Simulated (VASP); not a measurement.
# Au in VASP: settings compared, part 2 of 2

VASP 6.6.1. Earlier steps stand in the parts before.

## 3. Single point, PBEsol

Contents of INCAR:

```
  ALGO = Fast
  EDIFF = 1E-6
  ENCUT = 520
  GGA = PS
  ISIF = 2
  ISMEAR = 0
  LASPH = True
  LCHARG = False
  LREAL = False
  LWAVE = False
  NBANDS = 18
  NELM = 80
  PREC = Accurate
  SIGMA = 0.05
```

Contents of KPOINTS:

```
k-points
0
Gamma
  8 8 4
```

Contents of POSCAR:

```
Au
1.0
    2.9000000000      0.0000000000      0.0000000000
   -1.4500000000      2.5114736710      0.0000000000
    0.0000000000      0.0000000000      4.8800000000
Au
2
Direct
    0.6881910000      0.3520320000      0.2512180000
    0.3221800000      0.6632650000      0.7544700000
```

Potentials or basis: VASP PAW PBE potentials, release 64 (Au).

Started as:

```
$ cat potpaw_PBE.64/Au/POTCAR > POTCAR
$ mpirun -np 1 vasp_std > vasp.out
```

Wall time 71 s (1 thread of Intel Xeon 8259CL, shared host); peak memory 0.2 GiB.

It converged, with:

```yaml
Free_energy: -7.7538 eV
Pressure: -6.1 GPa
Largest_force: 0.096 eV/Å
Band_gap_on_the_k_mesh: zero (bands 11 and 12 overlap by 5.87 eV)
```

Forces on the atoms (eV/Å):
```
Au  -0.015 -0.007  0.094
Au   0.015  0.007 -0.094
```

Stress tensor (GPa, compression positive):
```
-5.96  0.10 -0.04
 0.10 -6.11 -0.01
-0.04 -0.01 -6.22
```

Levels at points of the mesh, in eV from the Fermi level:
```tsv
k point	band 7	band 8	band 9	band 10	band 11	band 12	band 13	band 14	band 15	band 16
(0.00, 0.00, 0.00)	-4.00	-3.48	-3.23	-2.22	-1.98	-0.99	2.48	14.60	15.65	16.68
(0.50, 0.00, 0.00)	-3.71	-1.91	-1.83	-1.60	0.53	1.39	5.79	6.85	7.56	10.22
(0.00, 0.50, 0.00)	-3.35	-1.88	-1.78	-1.65	0.28	1.58	5.49	6.85	7.17	10.25
(0.50, 0.50, 0.00)	-3.43	-1.89	-1.79	-1.64	0.33	1.54	5.55	7.00	7.10	10.26
(0.00, 0.00, 0.50)	-4.34	-4.33	-2.59	-2.54	-2.51	-2.48	10.19	10.41	14.89	14.91
(0.50, 0.00, 0.50)	-2.14	-2.12	-1.71	-1.70	0.36	0.39	3.84	3.88	12.74	12.84
(0.00, 0.50, 0.50)	-2.42	-2.41	-1.70	-1.69	0.62	0.65	3.67	3.71	13.08	13.21
(0.50, 0.50, 0.50)	-2.36	-2.34	-1.70	-1.69	0.56	0.59	3.71	3.75	12.99	13.11
```

Caveat: the cell stands under tension; the PAW data sets were made with another functional, which shifts forces and pressure a little; spin-orbit coupling is left out, which moves the levels of the heavy elements.

## 4. Single point, PBEsol

Contents of INCAR:

```
SYSTEM = Au
ALGO = Normal
EDIFF = 1E-7
ENCUT = 520
GGA = PS
ISIF = 2
ISMEAR = 0
LASPH = .TRUE.
LCHARG = .FALSE.
LREAL = .FALSE.
LWAVE = .FALSE.
NBANDS = 18
NELM = 60
PREC = Accurate
SIGMA = 0.05
```

Contents of KPOINTS:

```
k-points
0
G
  8 8 4
  0 0 0
```

POSCAR is that of step 3.

Potentials or basis: VASP PAW PBE potentials, release 64 (Au).

Started as:

```
$ cat potpaw_PBE.64/Au/POTCAR > POTCAR
$ mpirun -np 1 vasp_std > vasp.out
```

OUTCAR:

```text
SYSTEM = Au
   EDIFF = 1E-7
   ENCUT = 520
   GGA = PS
   ISIF = 2
   ISMEAR = 0
   LASPH = .TRUE.
   LREAL = .FALSE.
   NELM = 60
   PREC = Accurate

 ion  position               nearest neighbor table
   1  0.688  0.352  0.251-   2 2.90   2 2.93   2 2.96   2 2.98   2 2.99   2 3.00
   2  0.322  0.663  0.754-   1 2.90   1 2.93   1 2.96   1 2.98   1 2.99   1 3.00

  LATTYP: Found a hexagonal cell.
 ALAT       =     2.9000000000
 C/A-ratio  =     1.6827586207

  Lattice vectors:

 A1 = (   2.9000000000,   0.0000000000,   0.0000000000)
 A2 = (  -1.4500000000,   2.5114736710,   0.0000000000)
 A3 = (   0.0000000000,   0.0000000000,   4.8800000000)

Analysis of symmetry for initial positions (statically):
=====================================================================
 Subroutine PRICEL returns:
 Original cell was already a primitive cell.

 Routine SETGRP: Setting up the symmetry group for a
 hexagonal supercell.

 Subroutine GETGRP returns: Found  2 space group operations
 (whereof  1 operations were pure point group operations)
 out of a pool of 24 trial point group operations.

The static configuration has the point symmetry C_1 .
 The point group associated with its full space group is S_2 .
[... 162 lines left out ...]

 E-fermi :   8.5606     XC(G=0): -12.6356

 val. band max:        8.5593763443   @ k =   0.1250   0.5000   0.2500
 cond. band min:       8.5726104129   @ k =   0.5000   0.5000   0.2500
 fundamental gap:      0.0132340686
 Fermi energy:         8.5606165777

 k-point     1 :       0.0000    0.0000    0.0000
  band No.  band energies     occupation
      1      -0.8910      2.00000
      2       1.5423      2.00000
      3       3.9405      2.00000
      4       4.2096      2.00000
      5       4.2545      2.00000
      6       4.4875      2.00000
[... 481 lines left out ...]
      5       4.4859      2.00000
      6       4.5129      2.00000
[... 10 lines left out ...]
     17      20.7704      0.00000
     18      23.0475      0.00000

 [... further k-points ...]

------------------------ aborting loop because EDIFF is reached ----------------------------------------

  FORCE on cell =-STRESS in cart. coord.  units (eV):
  Direction    XX          YY          ZZ          XY          YZ          ZX
  --------------------------------------------------------------------------------------
  -------------------------------------------------------------------------------------
  Total       -1.3284178     -1.3607326     -1.3864941      0.0214634     -0.0025046     -0.0096405
  in kB      -59.8823476    -61.3390304    -62.5003087      0.9675265     -0.1129017     -0.4345725
  external PRESSURE =     -61.2405622 kB  Pullay stress =       0.0000000 kB

 VOLUME and BASIS-vectors are now :
 -----------------------------------------------------------------------------
  energy-cutoff  :      520.00
  volume of cell :       35.54
      direct lattice vectors                 reciprocal lattice vectors
     2.900000000  0.000000000  0.000000000     0.344827586  0.199086300  0.000000000
    -1.450000000  2.511473671  0.000000000     0.000000000  0.398172599  0.000000000
     0.000000000  0.000000000  4.880000000     0.000000000  0.000000000  0.204918033

 POSITION                                       TOTAL-FORCE (eV/Angst)
 -----------------------------------------------------------------------------------
      1.48531      0.88412      1.22594        -0.014935     -0.007217      0.093904
     -0.02741      1.66577      3.68181         0.014935      0.007217     -0.093904
 -----------------------------------------------------------------------------------
    total drift:                                0.000002     -0.000004      0.000006

  FREE ENERGIE OF THE ION-ELECTRON SYSTEM (eV)
  ---------------------------------------------------
  free  energy   TOTEN  =        -7.7537696006 eV

  energy  without entropy=       -7.7500061126  energy(sigma->0) =       -7.75188786
```

Wall time 71 s (1 thread of Intel Xeon 8259CL, shared host); peak memory 0.2 GiB.

What came out:

* Free energy: -7.7538 eV
* Pressure: -6.1 GPa
* Largest force: 0.095 eV/Å
* Band gap on the k mesh: zero (bands 11 and 12 overlap by 5.87 eV)

Forces in eV/Å, atoms in the order of the input:
```
Au  -0.015 -0.007  0.094
Au   0.015  0.007 -0.094
```

Caveat: the cell stands under tension; the PAW data sets were made with another functional, which shifts forces and pressure a little; spin-orbit coupling is left out, which moves the levels of the heavy elements.
